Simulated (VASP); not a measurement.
Here is a VASP 6.6.1 calculation.

INCAR

```
PREC = Accurate ; ENCUT = 520
EDIFF = 1E-6 ; ISMEAR = 0
SIGMA = 0.1 ; LREAL = Auto
LASPH = T ; NELM = 150
ALGO = Normal ; ISIF = 2
LWAVE = F ; LCHARG = F
ISPIN = 2 ; MAGMOM = 0 0 0 3 0 0 0 0 0 0 0 0 0 0 0 0
LORBIT = 11 ; LMAXMIX = 4
GGA = PE ; NBANDS = 66
```

KPOINTS

```
regular mesh
0
Gamma
  4 4 4
```

Contents of POSCAR:

```
Ba2YCrC6N6
1.0
    0.0000000000      5.3180000000      5.3180000000
    5.3180000000      0.0000000000      5.3180000000
    5.3180000000      5.3180000000      0.0000000000
Ba Y Cr C N
2 1 1 6 6
Direct
    0.2500000000      0.2500000000      0.2500000000
    0.7500000000      0.7500000000      0.7500000000
    0.5000000000      0.5000000000      0.5000000000
    0.0000000000      0.0000000000      0.0000000000
    0.8177886400      0.1822113600      0.1822113600
    0.1822113600      0.8177886400      0.1822113600
    0.1822113600      0.1822113600      0.8177886400
    0.1822113600      0.8177886400      0.8177886400
    0.8177886400      0.1822113600      0.8177886400
    0.8177886400      0.8177886400      0.1822113600
    0.7077848800      0.2922151200      0.2922151200
    0.2922151200      0.7077848800      0.2922151200
    0.2922151200      0.2922151200      0.7077848800
    0.2922151200      0.7077848800      0.7077848800
    0.7077848800      0.2922151200      0.7077848800
    0.7077848800      0.7077848800      0.2922151200
```

Potentials or basis: VASP PAW PBE potentials, release 64 (Ba_sv, Y_sv, Cr_pv, C, N).

Launch:

```console
$ cat potpaw_PBE.64/Ba_sv/POTCAR potpaw_PBE.64/Y_sv/POTCAR potpaw_PBE.64/Cr_pv/POTCAR potpaw_PBE.64/C/POTCAR potpaw_PBE.64/N/POTCAR > POTCAR
$ mpirun -np 1 vasp_std > vasp.out
```

**Question.** Estimate the site moments.

**Answer.** Ba +0.11; Y +0.02; Cr +0.01; C +0.00; N +0.00 μB.

**Question.** What does it give for the largest force?

**Answer.** 3.894 eV/Å.

Forces in eV/Å, atoms in the order of the input:
```
Ba   0.000  0.000  0.000
Ba   0.000  0.000  0.000
Y    0.000  0.000  0.000
Cr   0.000  0.000  0.000
C   -3.894  0.000  0.000
C    0.000 -3.894  0.000
C    0.000  0.000 -3.894
C    3.894  0.000  0.000
C    0.000  3.894  0.000
C    0.000  0.000  3.894
N    2.187  0.000  0.000
N    0.000  2.187  0.000
N    0.000  0.000  2.187
N   -2.187  0.000  0.000
N    0.000 -2.187  0.000
N    0.000  0.000 -2.187
```

Caveat: a cell with one magnetic atom can't hold antiferromagnetic order, which such compounds often take; forces of over 1 eV/Å act on the atoms, so gaps and moduli don't describe the material at rest.
